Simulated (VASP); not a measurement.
Set up this calculation in VASP 6.6.1, as the native input.

| Item | Value |
| --- | --- |
| Task | single point |
| Functional | r2SCAN |
| Potentials or basis | VASP PAW PBE potentials, release 64 (Si, Mo_sv) |
| Cutoff | 550 eV |
| k mesh | 12 × 12 × 6 |
| Occupations | gaussian, width 0.03 eV |
| Spin | no spin polarisation |
| Dipole correction | no |
| Further INCAR settings | ALGO = Normal; EDIFF = 1e-06; NBANDS = 43 |

Si2Mo:

```
Si Mo
1.0
     4.58398    0.00000    0.00000
    -2.29199    3.96984    0.00000
     0.00000    0.00000    6.57684
Si Mo
6 3
Direct
  0.16386 0.83614 0.75731
  0.32772 0.16386 0.09064
  0.83614 0.67228 0.42398
  0.83614 0.16386 0.75731
  0.67228 0.83614 0.09064
  0.16386 0.32772 0.42398
  0.50000 0.00000 0.50000
  0.00000 0.50000 0.16667
  0.50000 0.50000 0.83333
```

This cell differs from its parent crystal: all Si atoms moved -0.500 Å, as atom 1 along Cartesian [0 0 1].

One way to write it, as run:

POSCAR

```
Si2Mo
1.0
    4.5839769341      0.0000000000      0.0000000000
   -2.2919884671      3.9698404753      0.0000000000
    0.0000000000      0.0000000000      6.5768413691
Si Mo
6 3
Direct
    0.1638603720      0.8361396280      0.7573089970
    0.3277207440      0.1638603720      0.0906423304
    0.8361396280      0.6722792560      0.4239756637
    0.8361396280      0.1638603720      0.7573089970
    0.6722792560      0.8361396280      0.0906423304
    0.1638603720      0.3277207440      0.4239756637
    0.5000000000      0.0000000000      0.5000000000
    0.0000000000      0.5000000000      0.1666666667
    0.5000000000      0.5000000000      0.8333333333
```

INCAR.step1

```
ALGO = Normal
EDIFF = 1E-5
ENCUT = 550
GGA = PE
GGA_COMPAT = False
ISMEAR = 0
LASPH = True
LCHARG = False
LREAL = False
LWAVE = True
NBANDS = 43
NELM = 120
PREC = Accurate
SIGMA = 0.03
```

INCAR.step2

```
ALGO = Normal
EDIFF = 1E-6
ENCUT = 550
GGA_COMPAT = False
ISIF = 2
ISMEAR = 0
ISTART = 1
LASPH = True
LCHARG = False
LMIXTAU = True
LREAL = False
LWAVE = False
METAGGA = R2SCAN
NBANDS = 43
NELM = 120
PREC = Accurate
SIGMA = 0.03
```

KPOINTS

```
k-points
0
Gamma
  12 12 6
```

Potentials or basis: VASP PAW PBE potentials, release 64 (Si, Mo_sv).

Launch:

```bash
$ cat potpaw_PBE.64/Si/POTCAR potpaw_PBE.64/Mo_sv/POTCAR > POTCAR
$ cp INCAR.step1 INCAR
$ mpirun -np 1 vasp_std > vasp.out
$ cp INCAR.step2 INCAR
$ mpirun -np 1 vasp_std > vasp.out
```

Results of the run:

* Pressure: 22.7 GPa
* Largest force: 9.122 eV/Å
* Band gap on the k mesh: 0.42 eV (least direct gap 0.69 eV)

Caveat: the cell differs from its parent crystal (all Si atoms moved -0.500 Å, as atom 1 along Cartesian [0 0 1]); the stress differs along the axes, from 11 to 47 GPa; the PAW data sets were made with another functional, which shifts forces and pressure a little.

Run time: 17 min on 1 thread of AMD EPYC 9R45 96-Core Processor (Zen 5), on a shared host, peak memory 0.53 GiB.
